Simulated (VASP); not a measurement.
Set up this calculation in VASP 6.6.1, as the native input.

* Task: single point
* Functional: PBE
* Potentials or basis: VASP PAW PBE potentials, release 64 (Ca_sv, F)
* Cutoff: 600 eV
* k mesh: 4 × 4 × 4
* Occupations: fermi-dirac, width 0.01 eV
* Spin: no spin polarisation
* Dipole correction: no
* Further INCAR settings: ALGO = Normal; EDIFF = 1e-06; NBANDS = 19

The structure of CaF2 lies in POSCAR:

```
CaF2
1.0
    0.0000000000      2.7559121050      2.7559121050
    2.7559121050      0.0000000000      2.7559121050
    2.7559121050      2.7559121050      0.0000000000
Ca F
1 2
Direct
    0.0000000000      0.0000000000      0.0000000000
    0.7500000000      0.7500000000      0.7500000000
    0.2500000000      0.2500000000      0.2500000000
```

The input as run:

INCAR

```
SYSTEM = CaF2
  PREC = Accurate
  ENCUT = 600
  EDIFF = 1E-6
  ISMEAR = -1
  SIGMA = 0.01
  LREAL = .FALSE.
  LASPH = .TRUE.
  NELM = 120
  ALGO = Normal
  ISIF = 2
  LWAVE = .FALSE.
  LCHARG = .FALSE.
  GGA = PE
  NBANDS = 19
  GGA_COMPAT = .FALSE.
```

KPOINTS

```
Automatic mesh
0
G
  4 4 4
  0 0 0
```

Potentials or basis: VASP PAW PBE potentials, release 64 (Ca_sv, F).

Launch:

```sh
$ cat potpaw_PBE.64/Ca_sv/POTCAR potpaw_PBE.64/F/POTCAR > POTCAR
$ mpirun -np 1 vasp_std > vasp.out
```

It gave:

```json
{
  "Pressure": "0.2 GPa",
  "Band gap on the k mesh": "7.12 eV (least direct gap 7.37 eV)"
}
```

Caveat: the k points lie up to 0.49 Å⁻¹ apart.

Wall time 4.4 s on 1 thread of AMD EPYC 9R45 96-Core Processor (Zen 5), with other jobs on the host, peak memory 0.14 GiB.
